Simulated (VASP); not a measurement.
# RbCl (Fm-3m) in VASP: single point with PBE

Aim: the single point of RbCl with PBE.

Everything below comes from runs of VASP 6.6.1. Logs are shortened: lines on timing, memory, paths and dates and some standing lists are left out, and cuts for length are marked.

**1. The cell of the first run**

It takes space group Fm-3m (No. 225, cubic). The conventional cell has a = 6.617 Å, b = 6.617 Å, c = 6.617 Å, α = 90.00°, β = 90.00°, γ = 90.00°. Rb (site symmetry m-3m) has 6 Cl at 3.31 Å within 4.4 Å. Within 4.4 Å of Cl (site symmetry m-3m) lie 6 Rb at 3.31 Å.

**2. Single point, PBE**

Input file POSCAR:

```
RbCl
1.0
    0.0000000000      3.3087073290      3.3087073290
    3.3087073290      0.0000000000      3.3087073290
    3.3087073290      3.3087073290      0.0000000000
Rb Cl
1 1
Direct
    0.0000000000      0.0000000000      0.0000000000
    0.5000000000      0.5000000000      0.5000000000
```

Input file INCAR.step1:

```
  PREC = Accurate
  ENCUT = 400
  EDIFF = 1E-6
  ISMEAR = 0
  SIGMA = 0.1
  LREAL = False
  LASPH = True
  NELM = 120
  ALGO = Normal
  ISIF = 2
  LWAVE = False
  LCHARG = True
  GGA = PE
  NELECT = 15.0
  NBANDS = 15
  GGA_COMPAT = False
  NEDOS = 2001
  LORBIT = 11
```

Input file KPOINTS.step1:

```
regular mesh
0
Gamma
  4 4 4
```

Input file INCAR.step2:

```
  PREC = Accurate
  ENCUT = 400
  EDIFF = 1E-6
  ISMEAR = -5
  SIGMA = 0.1
  LREAL = False
  LASPH = True
  NELM = 120
  ALGO = Normal
  ISIF = 2
  LWAVE = False
  LCHARG = False
  GGA = PE
  LORBIT = 11
  NEDOS = 2001
  ICHARG = 11
  NELECT = 15.0
  GGA_COMPAT = False
```

Input file KPOINTS.step2:

```
regular mesh
0
Gamma
  6 6 6
```

Potentials or basis: VASP PAW PBE potentials, release 64 (Rb_sv, Cl).

Run with:

```sh
> cat potpaw_PBE.64/Rb_sv/POTCAR potpaw_PBE.64/Cl/POTCAR > POTCAR
> cp INCAR.step1 INCAR
> cp KPOINTS.step1 KPOINTS
> mpirun -np 1 vasp_std > vasp.out
> cp INCAR.step2 INCAR
> cp KPOINTS.step2 KPOINTS
> mpirun -np 1 vasp_std > vasp.out
```

OUTCAR:

```text
PREC = Accurate
   ENCUT = 400
   EDIFF = 1E-6
   ISMEAR = -5
   LREAL = False
   LASPH = True
   NELM = 120
   ISIF = 2
   GGA = PE
   LORBIT = 11
   ICHARG = 11
   NELECT = 15.0

 ion  position               nearest neighbor table
   1  0.000  0.000  0.000-   2 3.31   2 3.31   2 3.31   2 3.31   2 3.31   2 3.31
   2  0.500  0.500  0.500-   1 3.31   1 3.31   1 3.31   1 3.31   1 3.31   1 3.31

  LATTYP: Found a face centered cubic cell.
 ALAT       =     6.6174146580

  Lattice vectors:

 A1 = (   0.0000000000,   3.3087073290,   3.3087073290)
 A2 = (   3.3087073290,   0.0000000000,   3.3087073290)
 A3 = (   3.3087073290,   3.3087073290,   0.0000000000)

Analysis of symmetry for initial positions (statically):
=====================================================================
 Subroutine PRICEL returns:
 Original cell was already a primitive cell.

 Routine SETGRP: Setting up the symmetry group for a
 face centered cubic supercell.

 Subroutine GETGRP returns: Found 48 space group operations
 (whereof 48 operations were pure point group operations)
 out of a pool of 48 trial point group operations.

The static configuration has the point symmetry O_h .

Analysis of symmetry for dynamics (positions and initial velocities):
=====================================================================
 Subroutine PRICEL returns:
 Original cell was already a primitive cell.

 Routine SETGRP: Setting up the symmetry group for a
 face centered cubic supercell.

 Subroutine GETGRP returns: Found 48 space group operations
 (whereof 48 operations were pure point group operations)
 out of a pool of 48 trial point group operations.

The dynamic configuration has the point symmetry O_h .

 Subroutine INISYM returns: Found 48 space group operations
 (whereof 48 operations are pure point group operations),
 and found     1 'primitive' translations

----------------------------------------------------------------------------------------

                                     Primitive cell

  volume of cell :      72.4444

  direct lattice vectors                    reciprocal lattice vectors
     0.000000000  3.308707329  3.308707329    -0.151116418  0.151116418  0.151116418
     3.308707329  0.000000000  3.308707329     0.151116418 -0.151116418  0.151116418
     3.308707329  3.308707329  0.000000000     0.151116418  0.151116418 -0.151116418

  length of vectors
     4.679218779  4.679218779  4.679218779     0.261741314  0.261741314  0.261741314

  position of ions in fractional coordinates (direct lattice)
     0.000000000  0.000000000  0.000000000
     0.500000000  0.500000000  0.500000000

  ion indices of the primitive-cell ions
   primitive index   ion index
                 1           1
                 2           2

----------------------------------------------------------------------------------------

 KPOINTS: regular mesh

Automatic generation of k-mesh.
 Grid dimensions read from file:
 generate k-points for:    6    6    6

 Generating k-lattice:

  Cartesian coordinates                     Fractional coordinates (reciprocal lattice)
    -0.025186070  0.025186070  0.025186070     0.166666667  0.000000000  0.000000000
     0.025186070 -0.025186070  0.025186070     0.000000000  0.166666667  0.000000000
     0.025186070  0.025186070 -0.025186070     0.000000000  0.000000000  0.166666667

  Length of vectors
     0.043623552  0.043623552  0.043623552

  Shift w.r.t. Gamma in fractional coordinates (k-lattice)
     0.000000000  0.000000000  0.000000000

 TETIRR: Found     35 inequivalent tetrahedra from     1296

 Subroutine IBZKPT returns following result:
 ===========================================

 Found     16 irreducible k-points:

 Following reciprocal coordinates:
            Coordinates               Weight
  0.000000  0.000000  0.000000      1.000000
  0.166667  0.000000  0.000000      8.000000
  0.333333  0.000000  0.000000      8.000000
  0.500000  0.000000  0.000000      4.000000
  0.166667  0.166667  0.000000      6.000000
  0.333333  0.166667  0.000000     24.000000
[... 8 lines left out ...]
 -0.333333  0.333333  0.166667     24.000000
 -0.333333  0.500000  0.166667     12.000000
   k-points           NKPTS =     16   k-points in BZ     NKDIM =     16   number of bands    NBANDS=     11
   number of dos      NEDOS =   2001   number of ions     NIONS =      2
   total plane-waves  NPLWV =  32768
   dimension x,y,z NGX =    32 NGY =   32 NGZ =   32
   dimension x,y,z NGXF=    64 NGYF=   64 NGZF=   64
   ions per type =               1   1
   NGX,Y,Z   is equivalent  to a cutoff of  11.37, 11.37, 11.37 a.u.
   NGXF,Y,Z  is equivalent  to a cutoff of  22.74, 22.74, 22.74 a.u.
 SYSTEM =  unknown system
   PREC   = accura    normal or accurate (medium, high low for compatibility)
   ISTART =      0    job   : 0-new  1-cont  2-samecut
   ICHARG =     11    charge: 1-file 2-atom 10-const
   ISPIN  =      1    spin polarized calculation?
   LNONCOLLINEAR =      F non collinear calculations
   LSORBIT =      F    spin-orbit coupling
   LASPH  =      T    aspherical Exc in radial PAW
   ENCUT  =  400.0 eV  29.40 Ry    5.42 a.u.   7.63  7.63  7.63*2*pi/ulx,y,z
   NELM   =    120;   NELMIN=  2; NELMDL=  0     # of ELM steps
   EDIFF  = 0.1E-05   stopping-criterion for ELM
   LREAL  =      F    real-space projection
   EDIFFG = 0.1E-04   stopping-criterion for IOM
   NSW    =      0    number of steps for IOM
   IBRION =     -1    ionic relax: 0-MD 1-quasi-New 2-CG
   NFREE  =      0    steps in history (QN), initial steepest desc. (CG)
   ISIF   =      2    stress and relaxation
   ISYM   =      2    0-nonsym 1-usesym 2-fastsym
   POTIM  = 0.5000    time-step for ionic-motion
   TEBEG  =    0.0;   TEEND  =   0.0 temperature during run
   PSTRESS=    0.0 pullay stress
   NELECT =      15.0000    total number of electrons
   NUPDOWN=      -1.0000    fix difference up-down
   EMIN   =  10.00;   EMAX   =-10.00  energy-range for DOS
   EFERMI =   0.00;   METHOD = LEGACY
   ISMEAR =    -5;   SIGMA  =   0.10  broadening in eV -4-tet -1-fermi 0-gaus
   EFERMI_NEDOS =   21; number of points for ismear=-14 and -15
   IALGO  =     38    algorithm
   IMIX   =      4    mixing-type and parameters
     AMIX     =   0.40;   BMIX     =  1.00
     AMIX_MAG =   1.60;   BMIX_MAG =  1.00
  volume/ion in A,a.u.               =      36.22       244.44
  Fermi-wavevector in a.u.,A,eV,Ry     =   0.968509  1.830216 12.762391  0.938009
  Thomas-Fermi vector in A             =   2.098484
   LORBIT       =     11    0 simple, 1 ext, 2 COOP (PROOUT), +10 PAW based schemes
   GGA     = PE    functional components
   LHFCALC =     F    Hartree Fock is set to
   AEXX    =    0.0000 exact exchange contribution
   IVDW    =     0    specifies the selected vdW correction
   LEPSILON=     F    determine dielectric tensor
   LRPA    =     F    only Hartree local field effects (RPA)
 non-spin polarized calculation
 Fermi weights with tetrahedron method with Bloechl corrections
  energy-cutoff  :      400.00
  volume of cell :       72.44
 maximum number of plane-waves:      1363
 NGX is ok and might be reduce to    32

 number of electron      15.0000002 magnetization

 Free energy of the ion-electron system (eV)
  ---------------------------------------------------
  ext. energy  EPLUGINS =         0.00000000
  ---------------------------------------------------
  free energy    TOTEN  =        -3.91671381 eV

  energy without entropy =       -3.91671381  energy(sigma->0) =       -3.91671381

 E-fermi :  -3.5787     XC(G=0):  -6.8839

 val. band max:       -3.4951440290   @ k =   0.0000   0.0000   0.0000
 cond. band min:      -3.5808485716   @ k =   0.5000   0.3333   0.0000
 fundamental gap:     -0.0857045425
 Fermi energy:        -3.5787336077

 k-point     1 :       0.0000    0.0000    0.0000
  band No.  band energies     occupation
      1     -25.1454      2.00000
      2     -15.8121      2.00000
      3      -9.2296      2.00000
      4      -9.2296      2.00000
      5      -9.2296      2.00000
      6      -3.4951      1.08460
      7      -3.4951      0.00000
      8      -3.4951      0.00000
      9       3.5285      0.00000
     10       6.5428      0.00000
     11       6.5428      0.00000

 k-point     2 :       0.1667    0.0000    0.0000
  band No.  band energies     occupation
      1     -25.1413      2.00000
      2     -15.8181      2.00000
      3      -9.2375      2.00000
      4      -9.2295      2.00000
      5      -9.2295      2.00000
      6      -3.6471      1.98177
      7      -3.5581      0.74119
      8      -3.5581      0.13772
      9       4.0634      0.00000
     10       6.3913      0.00000
     11       6.8772      0.00000

 k-point     3 :       0.3333    0.0000    0.0000
  band No.  band energies     occupation
      1     -25.1330      2.00000
      2     -15.8301      2.00000
      3      -9.2538      2.00000
      4      -9.2293      2.00000
      5      -9.2293      2.00000
      6      -3.9200      2.00000
      7      -3.6803      2.01840
      8      -3.6803      2.38031
      9       5.3188      0.00000
     10       6.3356      0.00000
     11       7.8101      0.00000

 k-point     4 :       0.5000    0.0000    0.0000
  band No.  band energies     occupation
      1     -25.1289      2.00000
      2     -15.8360      2.00000
      3      -9.2621      2.00000
      4      -9.2291      2.00000
      5      -9.2291      2.00000
      6      -4.0442      2.00000
      7      -3.7395      2.00000
      8      -3.7395      2.00000
      9       6.2614      0.00000
     10       6.2968      0.00000
     11       8.6937      0.00000

 k-point     5 :       0.1667    0.1667    0.0000
  band No.  band energies     occupation
      1     -25.1400      2.00000
      2     -15.8167      2.00000
      3      -9.2562      2.00000
      4      -9.2562      2.00000
      5      -9.2149      2.00000
      6      -3.7472      2.04318
      7      -3.5110     -0.07442
      8      -3.5110      0.00000
      9       4.1701      0.00000
     10       5.9617      0.00000
     11       7.2145      0.00000
[... 99 lines left out ...]
 k-point    13 :       0.5000    0.5000    0.0000
  band No.  band energies     occupation
      1     -25.1248      2.00000
      2     -15.7886      2.00000
      3      -9.5009      2.00000
      4      -9.3376      2.00000
      5      -9.3376      2.00000
      6      -3.6100      2.00000
      7      -3.5284      0.01244
      8      -3.5284     -0.21444
      9       4.8850      0.00000
     10       6.4388      0.00000
     11       8.0665      0.00000

 k-point    14 :       0.5000    0.3333    0.1667
  band No.  band energies     occupation
      1     -25.1281      2.00000
      2     -15.8139      2.00000
      3      -9.3476      2.00000
      4      -9.3301      2.00000
      5      -9.2448      2.00000
      6      -3.8430      2.00000
      7      -3.6858      2.06435
      8      -3.5547      0.61756
      9       5.7572      0.00000
     10       5.8977      0.00000
     11       8.0201      0.00000

 k-point    15 :      -0.3333    0.3333    0.1667
  band No.  band energies     occupation
      1     -25.1256      2.00000
      2     -15.8108      2.00000
      3      -9.3785      2.00000
      4      -9.3737      2.00000
      5      -9.2316      2.00000
      6      -3.8420      2.00000
      7      -3.6416      2.00000
      8      -3.6207      2.18896
      9       6.2381      0.00000
     10       6.2451      0.00000
     11       7.9043      0.00000

 k-point    16 :      -0.3333    0.5000    0.1667
  band No.  band energies     occupation
      1     -25.1245      2.00000
      2     -15.7989      2.00000
      3      -9.4602      2.00000
      4      -9.3785      2.00000
      5      -9.2570      2.00000
      6      -3.7349      2.00000
      7      -3.5990      1.96164
      8      -3.5589      0.31276
      9       5.5119      0.00000
     10       7.0281      0.00000
     11       7.1240      0.00000

------------------------ aborting loop because EDIFF is reached ----------------------------------------

  FORCE on cell =-STRESS in cart. coord.  units (eV):
  Direction    XX          YY          ZZ          XY          YZ          ZX
  --------------------------------------------------------------------------------------
  -------------------------------------------------------------------------------------
  Total       -3.8434169     -3.8434169     -3.8434169      0.0000000      0.0000000     -0.0000000
  in kB      -85.0008027    -85.0008027    -85.0008027      0.0000000      0.0000000     -0.0000000
  external PRESSURE =     -85.0008027 kB  Pullay stress =       0.0000000 kB

 VOLUME and BASIS-vectors are now :
 -----------------------------------------------------------------------------
  energy-cutoff  :      400.00
  volume of cell :       72.44
      direct lattice vectors                 reciprocal lattice vectors
     0.000000000  3.308707329  3.308707329    -0.151116418  0.151116418  0.151116418
     3.308707329  0.000000000  3.308707329     0.151116418 -0.151116418  0.151116418
     3.308707329  3.308707329  0.000000000     0.151116418  0.151116418 -0.151116418

 POSITION                                       TOTAL-FORCE (eV/Angst)
 -----------------------------------------------------------------------------------
      0.00000      0.00000      0.00000        -0.000000      0.000000      0.000000
      3.30871      3.30871      3.30871         0.000000     -0.000000     -0.000000
 -----------------------------------------------------------------------------------
    total drift:                                0.000000     -0.000000     -0.000000

  FREE ENERGIE OF THE ION-ELECTRON SYSTEM (eV)
  ---------------------------------------------------
  free  energy   TOTEN  =        -3.9167138100 eV

  energy  without entropy=       -3.9167138100  energy(sigma->0) =       -3.91671381

 total charge

# of ion       s       p       d       tot
------------------------------------------
    1        1.933   5.317   0.011   7.260
    2        1.622   3.230   0.000   4.852
--------------------------------------------------
tot          3.555   8.546   0.011  12.112
```

Run time: 8.1 s. Hardware: 1 thread of Intel Xeon 6975P-C (Granite Rapids), shared host; peak memory 0.17 GiB.

Results:

```yaml
Valence_electrons_inside_the_program's_atomic_spheres: Rb 7.26; Cl 4.85
```

Caveat: the k points lie up to 0.41 Å⁻¹ apart; the cell carries a net charge on a neutralising background, which shifts energy and pressure; the cell is charged against a uniform background, so pressure and absolute levels hang on convention; an odd number of electrons without spin polarisation forces a metal; a magnetic or distorted state may lie lower; tetrahedron occupations give inexact forces and stress in metals.
